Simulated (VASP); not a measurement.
## Al: single point with PBE+D3(BJ)

Al:

```
CELL_PARAMETERS angstrom
2.85380 0.00000 0.00000
-1.42690 2.47146 0.00000
0.00000 0.00000 10.03950
ATOMIC_POSITIONS crystal
Al 0.00000 0.00000 0.00000
Al 0.33333 0.66667 0.25000
Al 0.00000 0.00000 0.50000
Al 0.66667 0.33333 0.75000
```

This isn't the form of Al at room conditions, which is fcc.

| Quantity | Value |
| --- | --- |
| Program | VASP 6.6.1 |
| Task | single point |
| Functional | PBE |
| Dispersion | D3(BJ) |
| Potentials or basis | VASP PAW PBE potentials, release 64 (Al) |
| Cutoff | 520 eV |
| k mesh | 18 × 18 × 4 |
| Occupations | gaussian, width 0.15 eV |
| Spin | no spin polarisation |

```yaml
Pressure: -6.9 GPa
Band_gap_on_the_k_mesh: zero (bands 6 and 7 overlap by 4.29 eV)
Dispersion_energy_per_atom: -0.313 eV
```

Stress tensor (GPa, compression positive):
```
-5.54  0.00  0.00
 0.00 -5.54  0.00
 0.00  0.00 -9.55
```

Levels at points of the mesh, in eV from the Fermi level:
```tsv
k point	band 4	band 5	band 6	band 7	band 8	band 9
(0.00, 0.00, 0.00)	-5.15	-4.64	2.03	2.04	10.65	11.24
(0.50, 0.00, 0.00)	-3.55	-3.08	-3.02	0.56	0.86	0.90
(0.00, 0.00, 0.50)	-7.40	-1.73	-1.73	6.34	6.34	11.52
(0.50, 0.00, 0.50)	-4.35	-1.81	-1.81	-1.23	-1.23	3.70
```

Wall time 120 s on 1 thread of AMD EPYC 7R13, on a shared host, peak memory 0.23 GiB.

Caveat: the cell stands under tension.
